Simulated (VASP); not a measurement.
# PbF2 (R3m) in VASP: single point with PBE

Aim: the single point of PbF2 with PBE.

Everything below comes from runs of VASP 6.6.1. Logs are shortened: lines on timing, memory, paths and dates and some standing lists are left out, and cuts for length are marked.

### Step 1. The cell of the first run

It takes space group R3m (No. 160, trigonal). The conventional cell has a = 4.200 Å, b = 4.200 Å, c = 10.288 Å, α = 90.00°, β = 90.00°, γ = 120.00°. Pb (site symmetry 3m) has 8 F at 2.51 to 2.63 Å within 3.3 Å. Within 3.3 Å of F (site symmetry 3m) lie 4 Pb at 2.51 to 2.59 Å and 6 F at 2.97 Å. Within 3.4 Å of F (site symmetry 3m) lie 4 Pb at 2.55 to 2.63 Å and 6 F at 2.97 Å.

### Step 2. Single point, PBE

Input file INCAR:

```
SYSTEM = PbF2
ALGO = Normal
EDIFF = 1E-6
ENCUT = 520
GGA = PE
ISIF = 2
ISMEAR = 0
LASPH = .True.
LCHARG = .True.
LELF = .True.
LREAL = .False.
LVHAR = .True.
LWAVE = .False.
NBANDS = 21
NELM = 100
PREC = Accurate
SIGMA = 0.05
```

Input file KPOINTS:

```
k-points
0
Gamma
  8 8 8
  0 0 0
```

Input file POSCAR:

```
PbF2
1.0
    0.0000000000      2.9698500000      2.9698500000
    2.9698500000      0.0000000000      2.9698500000
    2.9698500000      2.9698500000      0.0000000000
Pb F
1 2
Direct
   -0.0182253608      0.0060751203      0.0060751203
    0.2500000000      0.2500000000      0.2500000000
    0.7500000000      0.7500000000      0.7500000000
```

Potentials or basis: VASP PAW PBE potentials, release 64 (Pb_d, F).

The run is started by

```bash
$ cat potpaw_PBE.64/Pb_d/POTCAR potpaw_PBE.64/F/POTCAR > POTCAR
$ mpirun -np 1 vasp_std > vasp.out
```

OUTCAR:

```text
SYSTEM = PbF2
   EDIFF = 1E-6
   ENCUT = 520
   GGA = PE
   ISIF = 2
   ISMEAR = 0
   LASPH = .True.
   LREAL = .False.
   NELM = 100
   PREC = Accurate

 ion  position               nearest neighbor table
   1  0.982  0.006  0.006-   2 2.51   3 2.55   3 2.55   3 2.55   2 2.59   2 2.59   2 2.59   3 2.63

   2  0.250  0.250  0.250-   1 2.51   1 2.59   1 2.59   1 2.59
   3  0.750  0.750  0.750-   1 2.55   1 2.55   1 2.55   1 2.63

  LATTYP: Found a face centered cubic cell.
 ALAT       =     5.9397000000

  Lattice vectors:

 A1 = (   0.0000000000,   2.9698500000,   2.9698500000)
 A2 = (   2.9698500000,   0.0000000000,   2.9698500000)
 A3 = (   2.9698500000,   2.9698500000,   0.0000000000)

Analysis of symmetry for initial positions (statically):
=====================================================================
 Subroutine PRICEL returns:
 Original cell was already a primitive cell.

 Routine SETGRP: Setting up the symmetry group for a
 face centered cubic supercell.

 Subroutine GETGRP returns: Found  6 space group operations
 (whereof  6 operations were pure point group operations)
 out of a pool of 48 trial point group operations.

The static configuration has the point symmetry C_3v.

Analysis of symmetry for dynamics (positions and initial velocities):
=====================================================================
 Subroutine PRICEL returns:
 Original cell was already a primitive cell.

 Routine SETGRP: Setting up the symmetry group for a
 face centered cubic supercell.

 Subroutine GETGRP returns: Found  6 space group operations
 (whereof  6 operations were pure point group operations)
 out of a pool of 48 trial point group operations.

The dynamic configuration has the point symmetry C_3v.

 Subroutine INISYM returns: Found  6 space group operations
 (whereof  6 operations are pure point group operations),
 and found     1 'primitive' translations

----------------------------------------------------------------------------------------

                                     Primitive cell

  volume of cell :      52.3882

  direct lattice vectors                    reciprocal lattice vectors
     0.000000000  2.969850000  2.969850000    -0.168358671  0.168358671  0.168358671
     2.969850000  0.000000000  2.969850000     0.168358671 -0.168358671  0.168358671
     2.969850000  2.969850000  0.000000000     0.168358671  0.168358671 -0.168358671

  length of vectors
     4.200002148  4.200002148  4.200002148     0.291605773  0.291605773  0.291605773

  position of ions in fractional coordinates (direct lattice)
     0.981774639  0.006075120  0.006075120
     0.250000000  0.250000000  0.250000000
     0.750000000  0.750000000  0.750000000

  ion indices of the primitive-cell ions
   primitive index   ion index
                 1           1
                 2           2
                 3           3

----------------------------------------------------------------------------------------

 KPOINTS: k-points

Automatic generation of k-mesh.
 Grid dimensions read from file:
 generate k-points for:    8    8    8

 Generating k-lattice:

  Cartesian coordinates                     Fractional coordinates (reciprocal lattice)
    -0.021044834  0.021044834  0.021044834     0.125000000  0.000000000  0.000000000
     0.021044834 -0.021044834  0.021044834     0.000000000  0.125000000  0.000000000
     0.021044834  0.021044834 -0.021044834     0.000000000  0.000000000  0.125000000

  Length of vectors
     0.036450722  0.036450722  0.036450722

  Shift w.r.t. Gamma in fractional coordinates (k-lattice)
     0.000000000  0.000000000  0.000000000

 Subroutine IBZKPT returns following result:
 ===========================================

 Found     65 irreducible k-points:

 Following reciprocal coordinates:
            Coordinates               Weight
  0.000000  0.000000  0.000000      1.000000
  0.125000  0.000000  0.000000      2.000000
  0.000000  0.125000  0.000000      6.000000
  0.250000  0.000000  0.000000      2.000000
  0.000000  0.250000  0.000000      6.000000
  0.375000  0.000000  0.000000      2.000000
[... 16 lines left out ...]
 -0.250000  0.125000  0.000000      6.000000
  0.000000 -0.250000  0.125000     12.000000
 [... further k-points ...]
   k-points           NKPTS =     65   k-points in BZ     NKDIM =     65   number of bands    NBANDS=     21
   number of dos      NEDOS =    301   number of ions     NIONS =      3
   total plane-waves  NPLWV =  32768
   dimension x,y,z NGX =    32 NGY =   32 NGZ =   32
   dimension x,y,z NGXF=    64 NGYF=   64 NGZF=   64
   ions per type =               1   2
   NGX,Y,Z   is equivalent  to a cutoff of  12.67, 12.67, 12.67 a.u.
   NGXF,Y,Z  is equivalent  to a cutoff of  25.33, 25.33, 25.33 a.u.
 SYSTEM =  PbF2
   PREC   = accura    normal or accurate (medium, high low for compatibility)
   ISTART =      0    job   : 0-new  1-cont  2-samecut
   ICHARG =      2    charge: 1-file 2-atom 10-const
   ISPIN  =      1    spin polarized calculation?
   LNONCOLLINEAR =      F non collinear calculations
   LSORBIT =      F    spin-orbit coupling
   LASPH  =      T    aspherical Exc in radial PAW
   ENCUT  =  520.0 eV  38.22 Ry    6.18 a.u.   7.81  7.81  7.81*2*pi/ulx,y,z
   NELM   =    100;   NELMIN=  2; NELMDL= -5     # of ELM steps
   EDIFF  = 0.1E-05   stopping-criterion for ELM
   LREAL  =      F    real-space projection
   EDIFFG = 0.1E-04   stopping-criterion for IOM
   NSW    =      0    number of steps for IOM
   IBRION =     -1    ionic relax: 0-MD 1-quasi-New 2-CG
   NFREE  =      0    steps in history (QN), initial steepest desc. (CG)
   ISIF   =      2    stress and relaxation
   ISYM   =      2    0-nonsym 1-usesym 2-fastsym
   POTIM  = 0.5000    time-step for ionic-motion
   TEBEG  =    0.0;   TEEND  =   0.0 temperature during run
   PSTRESS=    0.0 pullay stress
   NELECT =      28.0000    total number of electrons
   NUPDOWN=      -1.0000    fix difference up-down
   EMIN   =  10.00;   EMAX   =-10.00  energy-range for DOS
   EFERMI =   0.00;   METHOD = LEGACY
   ISMEAR =     0;   SIGMA  =   0.05  broadening in eV -4-tet -1-fermi 0-gaus
   EFERMI_NEDOS =   21; number of points for ismear=-14 and -15
   IALGO  =     38    algorithm
   IMIX   =      4    mixing-type and parameters
     AMIX     =   0.40;   BMIX     =  1.00
     AMIX_MAG =   1.60;   BMIX_MAG =  1.00
  volume/ion in A,a.u.               =      17.46       117.84
  Fermi-wavevector in a.u.,A,eV,Ry     =   1.328566  2.510625 24.015460  1.765086
  Thomas-Fermi vector in A             =   2.457794
   LORBIT       =      0    0 simple, 1 ext, 2 COOP (PROOUT), +10 PAW based schemes
   GGA     = PE    functional components
   LHFCALC =     F    Hartree Fock is set to
   AEXX    =    0.0000 exact exchange contribution
   IVDW    =     0    specifies the selected vdW correction
   LEPSILON=     F    determine dielectric tensor
   LRPA    =     F    only Hartree local field effects (RPA)
 non-spin polarized calculation
 Gauss-broadening in eV      SIGMA  =   0.05
  energy-cutoff  :      520.00
  volume of cell :       52.39
 maximum number of plane-waves:      1424
   NGX = 15   NGY = 15   NGZ = 15

 number of electron      28.0000012 magnetization

 Free energy of the ion-electron system (eV)
  ---------------------------------------------------
  ext. energy  EPLUGINS =         0.00000000
  ---------------------------------------------------
  free energy    TOTEN  =       -14.33616047 eV

  energy without entropy =      -14.33616047  energy(sigma->0) =      -14.33616047

 E-fermi :   2.1185     XC(G=0):  -9.3744

 val. band max:        1.8151084167   @ k =  -0.2500   0.5000   0.2500
 cond. band min:       6.2342679312   @ k =   0.5000   0.5000   0.0000
 fundamental gap:      4.4191595145
 Fermi energy:         2.1185458157

 k-point     1 :       0.0000    0.0000    0.0000
  band No.  band energies     occupation
      1     -19.2399      2.00000
      2     -18.6310      2.00000
      3     -12.6156      2.00000
      4     -12.6156      2.00000
      5     -12.6125      2.00000
      6     -12.5611      2.00000
[... 13 lines left out ...]
     20      16.9410      0.00000
     21      19.2120      0.00000

 k-point     2 :       0.1250    0.0000    0.0000
  band No.  band energies     occupation
      1     -19.2100      2.00000
      2     -18.6583      2.00000
      3     -12.6097      2.00000
      4     -12.6097      2.00000
      5     -12.5814      2.00000
      6     -12.5608      2.00000
[... 13 lines left out ...]
     20      16.5214      0.00000
     21      18.6802      0.00000

 k-point     3 :       0.0000    0.1250    0.0000
  band No.  band energies     occupation
      1     -19.2101      2.00000
      2     -18.6582      2.00000
      3     -12.6103      2.00000
      4     -12.6094      2.00000
      5     -12.5808      2.00000
      6     -12.5611      2.00000
[... 13 lines left out ...]
     20      16.5230      0.00000
     21      18.6877      0.00000

 k-point     4 :       0.2500    0.0000    0.0000
  band No.  band energies     occupation
      1     -19.1322      2.00000
      2     -18.7272      2.00000
      3     -12.6009      2.00000
      4     -12.6009      2.00000
      5     -12.5546      2.00000
      6     -12.5546      2.00000
[... 13 lines left out ...]
     20      15.9562      0.00000
     21      17.4681      0.00000

 k-point     5 :       0.0000    0.2500    0.0000
  band No.  band energies     occupation
      1     -19.1323      2.00000
      2     -18.7271      2.00000
      3     -12.6002      2.00000
      4     -12.5998      2.00000
      5     -12.5557      2.00000
      6     -12.5552      2.00000
[... 13 lines left out ...]
     20      15.9616      0.00000
     21      17.4628      0.00000

 k-point     6 :       0.3750    0.0000    0.0000
  band No.  band energies     occupation
      1     -19.0328      2.00000
      2     -18.8166      2.00000
      3     -12.6000      2.00000
      4     -12.6000      2.00000
      5     -12.5404      2.00000
      6     -12.5404      2.00000
[... 13 lines left out ...]
     20      15.6375      0.00000
     21      16.4400      0.00000

 k-point     7 :       0.0000    0.3750    0.0000
  band No.  band energies     occupation
      1     -19.0329      2.00000
      2     -18.8164      2.00000
      3     -12.5985      2.00000
      4     -12.5982      2.00000
      5     -12.5418      2.00000
      6     -12.5409      2.00000
[... 13 lines left out ...]
     20      15.6450      0.00000
     21      16.4256      0.00000
[... 291 lines left out ...]
      1     -18.9894      2.00000
      2     -18.8535      2.00000
      3     -12.5914      2.00000
      4     -12.5895      2.00000
      5     -12.5426      2.00000
      6     -12.5255      2.00000
[... 13 lines left out ...]
     20      16.4936      0.00000
     21      17.4954      0.00000

 k-point    21 :       0.0000   -0.3750    0.1250
  band No.  band energies     occupation
      1     -18.9895      2.00000
      2     -18.8534      2.00000
      3     -12.5921      2.00000
      4     -12.5861      2.00000
      5     -12.5437      2.00000
      6     -12.5259      2.00000
[... 13 lines left out ...]
     20      16.4934      0.00000
     21      17.4871      0.00000

 k-point    22 :       0.1250    0.0000   -0.3750
  band No.  band energies     occupation
      1     -18.9894      2.00000
      2     -18.8535      2.00000
      3     -12.5899      2.00000
      4     -12.5880      2.00000
      5     -12.5441      2.00000
      6     -12.5254      2.00000
[... 13 lines left out ...]
     20      16.4964      0.00000
     21      17.4857      0.00000

 k-point    23 :      -0.2500    0.1250    0.0000
  band No.  band energies     occupation
      1     -19.0825      2.00000
      2     -18.7702      2.00000
      3     -12.5917      2.00000
      4     -12.5885      2.00000
      5     -12.5598      2.00000
      6     -12.5381      2.00000
[... 13 lines left out ...]
     20      16.3657      0.00000
     21      18.1394      0.00000

 k-point    24 :       0.0000   -0.2500    0.1250
  band No.  band energies     occupation
      1     -19.0827      2.00000
      2     -18.7700      2.00000
      3     -12.5920      2.00000
      4     -12.5864      2.00000
      5     -12.5606      2.00000
      6     -12.5391      2.00000
[... 13 lines left out ...]
     20      16.3621      0.00000
     21      18.1347      0.00000

 [... further k-points ...]
[... 5 lines left out ...]
  --------------------------------------------------------------------------------------
  -------------------------------------------------------------------------------------
  Total        0.6802826      0.6802826      0.6802826     -0.0124100      0.0124100     -0.0124100
  in kB       20.8049363     20.8049363     20.8049363     -0.3795325      0.3795325     -0.3795325
  external PRESSURE =      20.8049363 kB  Pullay stress =       0.0000000 kB

 VOLUME and BASIS-vectors are now :
 -----------------------------------------------------------------------------
  energy-cutoff  :      520.00
  volume of cell :       52.39
      direct lattice vectors                 reciprocal lattice vectors
     0.000000000  2.969850000  2.969850000    -0.168358671  0.168358671  0.168358671
     2.969850000  0.000000000  2.969850000     0.168358671 -0.168358671  0.168358671
     2.969850000  2.969850000  0.000000000     0.168358671  0.168358671 -0.168358671

 POSITION                                       TOTAL-FORCE (eV/Angst)
 -----------------------------------------------------------------------------------
      0.03608      2.93377      2.93377        -0.057483      0.057483      0.057483
      1.48493      1.48493      1.48493         0.033627     -0.033627     -0.033627
      4.45477      4.45477      4.45477         0.023856     -0.023856     -0.023856
 -----------------------------------------------------------------------------------
    total drift:                                0.000241     -0.000242     -0.000242

  FREE ENERGIE OF THE ION-ELECTRON SYSTEM (eV)
  ---------------------------------------------------
  free  energy   TOTEN  =       -14.3361604748 eV

  energy  without entropy=      -14.3361604748  energy(sigma->0) =      -14.33616047
```

Run time: 2.7 min. Hardware: 1 thread of AMD EPYC 7R13, shared host; peak memory 0.19 GiB.

What came out:

- Free energy: -14.3362 eV
- Pressure: 2.1 GPa
- Largest force: 0.100 eV/Å
- Band gap on the k mesh: 4.42 eV, indirect (least direct gap 4.57 eV)

Forces in eV/Å, atoms in the order of the input:
```
Pb  -0.057  0.057  0.057
F    0.034 -0.034 -0.034
F    0.024 -0.024 -0.024
```

Caveat: the cell differs from its parent crystal (all Pb atoms moved +0.062 Å, as atom 1 towards its neighbour atom 2 (F) at 2.572 Å); spin-orbit coupling is left out, which moves the levels of the heavy elements. A k mesh can miss the band edges.
